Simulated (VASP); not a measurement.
Runs of VASP 6.6.1 on Re. The structure is that of space group P6_3/mmc (No. 194), or close to it. The cells are those of the table. 

| task | cell | gap on the mesh (eV) | pressure (GPa) |
| --- | --- | --- | --- |
| electric field gradients | a = 2.594, b = 2.594, c = 4.148 Å, angles 90.0, 90.0, 120.0°, 2 atoms | none | 111.9 |
| single point | a = 2.603, b = 2.603, c = 4.162 Å, angles 90.0, 90.0, 120.0°, 2 atoms | none | 103.6 |
| electric field gradients | a = 2.585, b = 2.585, c = 4.134 Å, angles 90.0, 90.0, 120.0°, 2 atoms | none | 120.6 |
| single point | a = 2.585, b = 2.585, c = 4.134 Å, angles 90.0, 90.0, 120.0°, 2 atoms | none | 120.6 |
| electric field gradients | a = 2.637, b = 2.637, c = 4.217 Å, angles 90.0, 90.0, 120.0°, 2 atoms | none | 74.0 |
| single point | a = 2.612, b = 2.612, c = 4.176 Å, angles 90.0, 90.0, 120.0°, 2 atoms | none | (a) |
| single point | a = 2.654, b = 2.654, c = 4.244 Å, angles 90.0, 90.0, 120.0°, 2 atoms | none | 61.1 |
| single point | a = 2.637, b = 2.637, c = 4.217 Å, angles 90.0, 90.0, 120.0°, 2 atoms | none | 74.0 |

Alike in all rows: level PBEsol; potentials or basis VASP PAW PBE potentials, release 64 (Re); no spin polarisation; k mesh 18 × 18 × 10; cutoff (eV) 520; smearing fermi-dirac 0.05 eV.

Problem. Fill in the values left out.

Solution. (a) 95.7.

Caveats: the PAW data sets were made with another functional, which shifts forces and pressure a little; spin-orbit coupling is left out, which moves the levels of the heavy elements; the stress differs along the axes, from 118 to 126 GPa (at least some runs); the stress differs along the axes, from 72 to 79 GPa (at least some runs); the stress differs along the axes, from 109 to 118 GPa (at least some runs); the stress differs along the axes, from 101 to 109 GPa (at least some runs); the stress differs along the axes, from 93 to 101 GPa (at least some runs).

A k mesh can miss the band edges, and the runs leave out spin-orbit coupling on Re.

A gap of «none» marks levels without a gap at the run's occupations.
